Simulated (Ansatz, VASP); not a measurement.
# Two plane-wave programs on Al3Cu

The input POSCAR:

```
Al3Cu
1.0
    2.7784054294      0.0000000000      0.0000000000
    0.0000000000      2.7784054294      0.0000000000
    0.0000000000      0.0000000000      7.5134034100
Al Cu
3 1
Direct
    0.0000000000      0.0000000000      0.5000000000
    0.5000000000      0.5000000000      0.2261155100
    0.5000000000      0.5000000000      0.7738844900
    0.0000000000      0.0000000000      0.0000000000
```

The input INCAR.step1:

```
SYSTEM = Al3Cu
PREC = Accurate
ENCUT = 600
ISMEAR = 0
SIGMA = 0.1
LREAL = .FALSE.
LASPH = .TRUE.
NELM = 60
GGA = PE
ALGO = Normal
EDIFF = 1E-4
LWAVE = .TRUE.
LCHARG = .FALSE.
```

The input INCAR.step2:

```
SYSTEM = Al3Cu
PREC = Accurate
ENCUT = 600
EDIFF = 1E-6
ISMEAR = 0
SIGMA = 0.1
LREAL = .FALSE.
LASPH = .TRUE.
NELM = 60
ALGO = Normal
ISIF = 3
LWAVE = .FALSE.
LCHARG = .FALSE.
METAGGA = R2SCAN
LMIXTAU = .TRUE.
IBRION = 2
NSW = 80
EDIFFG = -0.01
ISTART = 1
```

KPOINTS

```
regular mesh
0
G
  6 6 2
  0 0 0
```

Input for Ansatz:

```yaml
crystal:
  lattice:
    - [2.7784054294, 0.0, 0.0]
    - [0.0, 2.7784054294, 0.0]
    - [0.0, 0.0, 7.51340341]
  atoms:
    - { symbol: Al, position: [0.0, 0.0, 0.5] }
    - { symbol: Al, position: [0.5, 0.5, 0.22611551] }
    - { symbol: Al, position: [0.5, 0.5, 0.77388449] }
    - { symbol: Cu, position: [0.0, 0.0, 0.0] }
basis:
  ecutwfc: 500
kpoints:
  mp_grid: { grid: [6, 6, 2] }
hamiltonian:
  xc: r2scan
scf:
  occupations: { method: gaussian, width: 0.1 }
output:
  forces: true
  stress: true
  eigenvalues: true
relax:
  adjacent_minimum: "off"
  f_tol: 0.01
  max_steps: 60
  cell: { stress_tol: 0.05 }
```

Alike in both runs: task relaxation of cell and atoms; functional r2SCAN; k mesh 6 × 6 × 2; occupations gaussian, width 0.1 eV; no spin polarisation.

```csv
,VASP,Ansatz
version,VASP 6.6.1,Ansatz 0.2.0
potentials or method,"VASP PAW PBE potentials, release 64 (Al, Cu), cutoff 600 eV","scalar-relativistic, plane waves, PAW"
valence electrons in the cell,20,28
```

VASP gave:

```
gap on the k mesh at the Fermi level, each at its own relaxed structure (eV) : none
relaxed volume (Å³/atom)                                                     : 14.51
relaxed cell length with the largest relative difference (Å)                 : 7.495
```

Problem. What did Ansatz give for the same quantities?

Solution. gap on the k mesh at the Fermi level, each at its own relaxed structure (eV): none; relaxed volume (Å³/atom): 14.53; relaxed cell length with the largest relative difference (Å): 7.500.

VASP's potentials were made for PBE, not for r2SCAN. A gap of «none» marks a metal or a gap that the smearing closes. VASP's potentials hold 20 valence electrons a cell and Ansatz's 28, so a difference there can come from the potentials and not from the codes.

The k mesh is coarse, so the values compare programs but aren't converged.
